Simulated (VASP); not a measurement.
# Ca (I4/mmm) in VASP: further runs, part 2 of 2

VASP 6.6.1. The steps go on from the part before.

**3. Relaxation of shape and atoms at fixed volume, PBE (40.82 Å³/atom)**

This run uses another cell than the first one, of 40.82 Å³/atom.

Contents of INCAR:

```
ALGO = Fast
EDIFF = 1E-6
EDIFFG = -0.01
ENCUT = 600
GGA = PE
IBRION = 2
ISIF = 4
ISMEAR = 0
LASPH = T
LCHARG = F
LREAL = F
LWAVE = F
NELM = 60
NSW = 50
PREC = Accurate
SIGMA = 0.1
```

Contents of KPOINTS:

```
k-points
0
Gamma
  18 18 18
```

Contents of POSCAR:

```
Ca
1.0
   -2.2211134408      2.2211134408      2.0687204747
    2.2211134408     -2.2211134408      2.0687204747
    2.2211134408      2.2211134408     -2.0687204747
Ca
1
Direct
    0.0000000000      0.0000000000      0.0000000000
```

Potentials or basis: VASP PAW PBE potentials, release 64 (Ca_sv).

Started as:

```bash
$ cat potpaw_PBE.64/Ca_sv/POTCAR > POTCAR
$ mpirun -np 1 vasp_std > vasp.out
```

OUTCAR:

```text
EDIFF = 1E-6
   EDIFFG = -0.01
   ENCUT = 600
   GGA = PE
   IBRION = 2
   ISIF = 4
   ISMEAR = 0
   LASPH = T
   LREAL = F
   NELM = 60
   NSW = 50
   PREC = Accurate

 ion  position               nearest neighbor table
   1  0.000  0.000  0.000-

  LATTYP: Found a body centered tetragonal cell.
 ALAT       =     4.4422268816
 C/A-ratio  =     0.9313889316

  Lattice vectors:

 A1 = (  -2.2211134408,   2.2211134408,   2.0687204747)
 A2 = (   2.2211134408,  -2.2211134408,   2.0687204747)
 A3 = (   2.2211134408,   2.2211134408,  -2.0687204747)

Analysis of symmetry for initial positions (statically):
=====================================================================
 Subroutine PRICEL returns:
 Original cell was already a primitive cell.

 Routine SETGRP: Setting up the symmetry group for a
 body centered tetragonal supercell.

 Subroutine GETGRP returns: Found 16 space group operations
 (whereof 16 operations were pure point group operations)
 out of a pool of 16 trial point group operations.

The static configuration has the point symmetry D_4h.

Analysis of symmetry for dynamics (positions and initial velocities):
=====================================================================
 Subroutine PRICEL returns:
 Original cell was already a primitive cell.

 Routine SETGRP: Setting up the symmetry group for a
 body centered tetragonal supercell.

 Subroutine GETGRP returns: Found 16 space group operations
 (whereof 16 operations were pure point group operations)
 out of a pool of 16 trial point group operations.

The dynamic configuration has the point symmetry D_4h.

 Subroutine INISYM returns: Found 16 space group operations
 (whereof 16 operations are pure point group operations),
 and found     1 'primitive' translations

----------------------------------------------------------------------------------------

                                     Primitive cell

  volume of cell :      40.8228

  direct lattice vectors                    reciprocal lattice vectors
    -2.221113441  2.221113441  2.068720475     0.000000000  0.225112320  0.241695292
     2.221113441 -2.221113441  2.068720475     0.225112320  0.000000000  0.241695292
     2.221113441  2.221113441 -2.068720475     0.225112320  0.225112320  0.000000000

  length of vectors
     3.761155971  3.761155971  3.761155971     0.330291040  0.330291040  0.318356896

  position of ions in fractional coordinates (direct lattice)
     0.000000000  0.000000000  0.000000000

  ion indices of the primitive-cell ions
   primitive index   ion index
                 1           1

----------------------------------------------------------------------------------------

 KPOINTS: k-points

Automatic generation of k-mesh.
 Grid dimensions read from file:
 generate k-points for:   18   18   18

 Generating k-lattice:

  Cartesian coordinates                     Fractional coordinates (reciprocal lattice)
     0.000000000  0.012506240  0.013427516     0.055555556  0.000000000  0.000000000
     0.012506240  0.000000000  0.013427516     0.000000000  0.055555556  0.000000000
     0.012506240  0.012506240  0.000000000     0.000000000  0.000000000  0.055555556

  Length of vectors
     0.018349502  0.018349502  0.017686494

  Shift w.r.t. Gamma in fractional coordinates (k-lattice)
     0.000000000  0.000000000  0.000000000

 Subroutine IBZKPT returns following result:
 ===========================================

 Found    480 irreducible k-points:

 Following reciprocal coordinates:
            Coordinates               Weight
  0.000000  0.000000  0.000000      1.000000
  0.055556 -0.000000  0.000000      8.000000
  0.111111 -0.000000  0.000000      8.000000
  0.166667 -0.000000  0.000000      8.000000
  0.222222 -0.000000  0.000000      8.000000
  0.277778 -0.000000  0.000000      8.000000
[... 16 lines left out ...]
 -0.277778  0.055556 -0.000000     16.000000
 -0.222222  0.055556 -0.000000     16.000000
 [... further k-points ...]
   k-points           NKPTS =    480   k-points in BZ     NKDIM =    480   number of bands    NBANDS=      9
   number of dos      NEDOS =    301   number of ions     NIONS =      1
   total plane-waves  NPLWV =  27000
   dimension x,y,z NGX =    30 NGY =   30 NGZ =   30
   dimension x,y,z NGXF=    60 NGYF=   60 NGZF=   60
   ions per type =               1
   NGX,Y,Z   is equivalent  to a cutoff of  13.26, 13.26, 13.26 a.u.
   NGXF,Y,Z  is equivalent  to a cutoff of  26.52, 26.52, 26.52 a.u.
 SYSTEM =  unknown system
   PREC   = accura    normal or accurate (medium, high low for compatibility)
   ISTART =      0    job   : 0-new  1-cont  2-samecut
   ICHARG =      2    charge: 1-file 2-atom 10-const
   ISPIN  =      1    spin polarized calculation?
   LNONCOLLINEAR =      F non collinear calculations
   LSORBIT =      F    spin-orbit coupling
   LASPH  =      T    aspherical Exc in radial PAW
   ENCUT  =  600.0 eV  44.10 Ry    6.64 a.u.   7.51  7.51  7.51*2*pi/ulx,y,z
   NELM   =     60;   NELMIN=  2; NELMDL= -5     # of ELM steps
   EDIFF  = 0.1E-05   stopping-criterion for ELM
   LREAL  =      F    real-space projection
   EDIFFG = -.1E-01   stopping-criterion for IOM
   NSW    =     50    number of steps for IOM
   IBRION =      2    ionic relax: 0-MD 1-quasi-New 2-CG
   NFREE  =      1    steps in history (QN), initial steepest desc. (CG)
   ISIF   =      4    stress and relaxation
   ISYM   =      2    0-nonsym 1-usesym 2-fastsym
   POTIM  = 0.5000    time-step for ionic-motion
   TEBEG  =    0.0;   TEEND  =   0.0 temperature during run
   PSTRESS=    0.0 pullay stress
   NELECT =      10.0000    total number of electrons
   NUPDOWN=      -1.0000    fix difference up-down
   EMIN   =  10.00;   EMAX   =-10.00  energy-range for DOS
   EFERMI =   0.00;   METHOD = LEGACY
   ISMEAR =     0;   SIGMA  =   0.10  broadening in eV -4-tet -1-fermi 0-gaus
   EFERMI_NEDOS =   21; number of points for ismear=-14 and -15
   IALGO  =     68    algorithm
   IMIX   =      4    mixing-type and parameters
     AMIX     =   0.40;   BMIX     =  1.00
     AMIX_MAG =   1.60;   BMIX_MAG =  1.00
  volume/ion in A,a.u.               =      40.82       275.49
  Fermi-wavevector in a.u.,A,eV,Ry     =   1.024331  1.935705 14.275973  1.049254
  Thomas-Fermi vector in A             =   2.158113
   LORBIT       =      0    0 simple, 1 ext, 2 COOP (PROOUT), +10 PAW based schemes
   GGA     = PE    functional components
   LHFCALC =     F    Hartree Fock is set to
   AEXX    =    0.0000 exact exchange contribution
   IVDW    =     0    specifies the selected vdW correction
   LEPSILON=     F    determine dielectric tensor
   LRPA    =     F    only Hartree local field effects (RPA)
 conjugate gradient relaxation of ions
 non-spin polarized calculation
 RMM-DIIS sequential band-by-band and
 Gauss-broadening in eV      SIGMA  =   0.10
  energy-cutoff  :      600.00
  volume of cell :       40.82
 maximum number of plane-waves:      1385
   NGX = 15   NGY = 15   NGZ = 15

 number of electron      10.0000002 magnetization

 Free energy of the ion-electron system (eV)
  ---------------------------------------------------
  ext. energy  EPLUGINS =         0.00000000
  ---------------------------------------------------
  free energy    TOTEN  =        -1.91474595 eV

  energy without entropy =       -1.90760664  energy(sigma->0) =       -1.91117629

 E-fermi :   2.1524     XC(G=0):  -7.8371

 val. band max:        2.1425096157   @ k =  -0.3889  -0.3889   0.1111
 cond. band min:       2.1539930066   @ k =  -0.4444  -0.4444   0.3889
 fundamental gap:      0.0114833909
 Fermi energy:         2.1523848851

 k-point     1 :       0.0000    0.0000    0.0000
  band No.  band energies     occupation
      1     -39.8390      2.00000
      2     -20.7611      2.00000
      3     -20.7450      2.00000
      4     -20.7450      2.00000
      5      -1.9864      2.00000
      6       4.2698      0.00000
      7       4.6156      0.00000
      8       4.6156      0.00000
      9       5.3356      0.00000

 k-point     2 :       0.0556   -0.0000    0.0000
  band No.  band energies     occupation
      1     -39.8384      2.00000
      2     -20.7641      2.00000
      3     -20.7470      2.00000
      4     -20.7466      2.00000
      5      -1.9272      2.00000
      6       4.2723      0.00000
      7       4.5905      0.00000
      8       4.6157      0.00000
      9       5.4041      0.00000
[... 253 lines left out ...]
 k-point    24 :      -0.2222    0.0556   -0.0000
  band No.  band energies     occupation
      1     -39.8329      2.00000
      2     -20.8080      2.00000
      3     -20.7642      2.00000
      4     -20.7536      2.00000
      5      -1.2577      2.00000
      6       3.9762      0.00000
      7       4.1382      0.00000
      8       5.0282      0.00000
      9       5.2976      0.00000

 [... further k-points ...]
[... 5 lines left out ...]
  --------------------------------------------------------------------------------------
  -------------------------------------------------------------------------------------
  Total        0.1423403      0.1423403      0.1416828      0.0000000      0.0000000      0.0000000
  in kB        5.5864412      5.5864412      5.5606357      0.0000000      0.0000000      0.0000000
  external PRESSURE =       5.5778394 kB  Pullay stress =       0.0000000 kB

 VOLUME and BASIS-vectors are now :
 -----------------------------------------------------------------------------
  energy-cutoff  :      600.00
  volume of cell :       40.82
      direct lattice vectors                 reciprocal lattice vectors
    -2.221113441  2.221113441  2.068720475     0.000000000  0.225112320  0.241695292
     2.221113441 -2.221113441  2.068720475     0.225112320  0.000000000  0.241695292
     2.221113441  2.221113441 -2.068720475     0.225112320  0.225112320  0.000000000

 POSITION                                       TOTAL-FORCE (eV/Angst)
 -----------------------------------------------------------------------------------
      0.00000      0.00000      0.00000         0.000000      0.000000     -0.000000
 -----------------------------------------------------------------------------------
    total drift:                               -0.000000     -0.000000      0.000000

  FREE ENERGIE OF THE ION-ELECTRON SYSTEM (eV)
  ---------------------------------------------------
  free  energy   TOTEN  =        -1.9147459511 eV

  energy  without entropy=       -1.9076066356  energy(sigma->0) =       -1.91117629

 reached required accuracy - stopping structural energy minimisation
```

CONTCAR:

```text
Ca
   1.00000000000000
    -2.2211134407999999    2.2211134407999999    2.0687204747000001
     2.2211134407999999   -2.2211134407999999    2.0687204747000001
     2.2211134407999999    2.2211134407999999   -2.0687204747000001
  Ca
     1
Direct
     0.0000000000000000    0.0000000000000000    0.0000000000000000

  0.00000000E+00  0.00000000E+00  0.00000000E+00
```

Wall time 3.2 min (1 thread of Intel Xeon Platinum 8259CL at 2.50GHz (Skylake/Cascade Lake), shared host); peak memory 0.35 GiB.

What came out:

```yaml
Free_energy: -1.9147 eV
Pressure_after_relaxing: 0.6 GPa
Band_gap_on_the_k_mesh: zero (bands 5 and 6 overlap by 0.42 eV)
```

Final structure:
```
CELL_PARAMETERS angstrom
-2.22111 2.22111 2.06872
2.22111 -2.22111 2.06872
2.22111 2.22111 -2.06872
ATOMIC_POSITIONS crystal
Ca 0.00000 0.00000 0.00000
```

Levels at points of the mesh, in eV from the Fermi level:
| k point | band 1 | band 2 | band 3 | band 4 | band 5 | band 6 | band 7 | band 8 | band 9 |
| --- | --- | --- | --- | --- | --- | --- | --- | --- | --- |
| (0.00, 0.00, 0.00) | -41.99 | -22.91 | -22.90 | -22.90 | -4.14 | 2.12 | 2.46 | 2.46 | 3.18 |
| (0.50, 0.00, 0.00) | -41.97 | -23.06 | -22.95 | -22.91 | -0.88 | 0.09 | 1.21 | 3.37 | 3.88 |
| (0.50, 0.50, 0.00) | -41.97 | -23.06 | -22.96 | -22.89 | -1.04 | -0.16 | 1.63 | 3.06 | 3.62 |
| (0.50, 0.50, 0.50) | -41.96 | -23.02 | -23.02 | -23.01 | -0.07 | 0.06 | 3.67 | 3.67 | 4.24 |

**4. Relaxation of cell and atoms, PBE**

This run uses another cell than the first one, of 42.68 Å³/atom.

INCAR: that of step 3 with these lines changed.

```diff
@@ -6,3 +6,3 @@
 IBRION = 2
-ISIF = 4
+ISIF = 3
 ISMEAR = 0
@@ -13,3 +13,3 @@
 NELM = 60
-NSW = 50
+NSW = 100
 PREC = Accurate
```

KPOINTS is that of step 3.

Contents of POSCAR:

```
Ca
1.0
   -2.3080021168      2.3080021168      2.0029579836
    2.3080021168     -2.3080021168      2.0029579836
    2.3080021168      2.3080021168     -2.0029579836
Ca
1
Direct
    0.0000000000      0.0000000000      0.0000000000
```

Started as:

```bash
$ cat potpaw_PBE.64/Ca_sv/POTCAR > POTCAR
$ mpirun -np 1 vasp_std > vasp.out
```

Run time: 16 min. Hardware: 1 thread of Intel Xeon Platinum 8259CL at 2.50GHz (Skylake/Cascade Lake), shared host; peak memory 0.4 GiB.

The run converged. Its results:

```yaml
Free_energy: -1.9171 eV
Relaxed_volume: 42.19 Å³/atom
Relaxed_cell: a = 3.803 Å, b = 3.803 Å, c = 3.803 Å, α = 107.46°, β = 107.46°, γ = 113.58°
Space_group_after_relaxing_to_0.1_Å: I4/mmm (No. 139)
Energy_gained_by_relaxing: 4.7 meV/atom
Ionic_steps: 8
Pressure_after_relaxing: 0.0 GPa
Band_gap_on_the_k_mesh: zero (bands 5 and 6 overlap by 0.45 eV)
```

Step by step:
| step | energy change (eV) | largest force (eV/Å) | pressure (GPa) | volume (Å³) |
| --- | --- | --- | --- | --- |
| 1 | 0.0000 | 0.0000 | -0.20 | 42.68 |
| 2 | -0.0017 | 0.0000 | -0.06 | 42.34 |
| 3 | -0.0035 | 0.0000 | 0.22 | 41.63 |
| 4 | -0.0035 | 0.0000 | 0.27 | 41.52 |
| 5 | -0.0045 | 0.0000 | 0.08 | 41.94 |
| 6 | -0.0047 | 0.0000 | -0.06 | 42.28 |
| 7 | -0.0047 | 0.0000 | 0.02 | 42.20 |
| 8 | -0.0047 | 0.0000 | -0.01 | 42.19 |

Final structure:
```
Ca
1.0
    -2.25013    2.25013    2.08327
     2.25013   -2.25013    2.08327
     2.25013    2.25013   -2.08327
Ca
1
Cartesian
  0.0000 0.0000 0.0000
```

Levels at points of the mesh, in eV from the Fermi level:
```tsv
k point	band 1	band 2	band 3	band 4	band 5	band 6	band 7	band 8	band 9
(0.00, 0.00, 0.00)	-42.07	-23.00	-22.98	-22.98	-4.08	2.06	2.42	2.42	3.08
(0.50, 0.00, 0.00)	-42.06	-23.13	-23.03	-22.99	-0.85	0.06	1.19	3.28	3.78
(0.50, 0.50, 0.00)	-42.06	-23.12	-23.04	-22.98	-1.03	-0.20	1.63	2.96	3.50
(0.50, 0.50, 0.50)	-42.05	-23.09	-23.09	-23.08	-0.04	0.10	3.50	3.50	4.12
```

**5. Overview**

| task | cell | gap on the mesh (eV) | pressure (GPa) |
| --- | --- | --- | --- |
| relaxation of shape and atoms at fixed volume | relaxed from a = 3.722 Å, angles 107.6, 107.6, 113.3°, 1 atom | none | 1.2 |
| relaxation of shape and atoms at fixed volume | relaxed from a = 3.761 Å, angles 107.6, 107.6, 113.3°, 1 atom | none | 0.6 |
| relaxation of cell and atoms | relaxed from a = 3.830 Å, angles 105.9, 105.9, 116.9°, 1 atom | none | 0.0 |

Alike in all rows: level PBE; potentials or basis VASP PAW PBE potentials, release 64 (Ca_sv); no spin polarisation; k mesh 18 × 18 × 18; cutoff (eV) 600; smearing gaussian 0.1 eV.

Absolute energies hang on the potentials; compare differences alone.
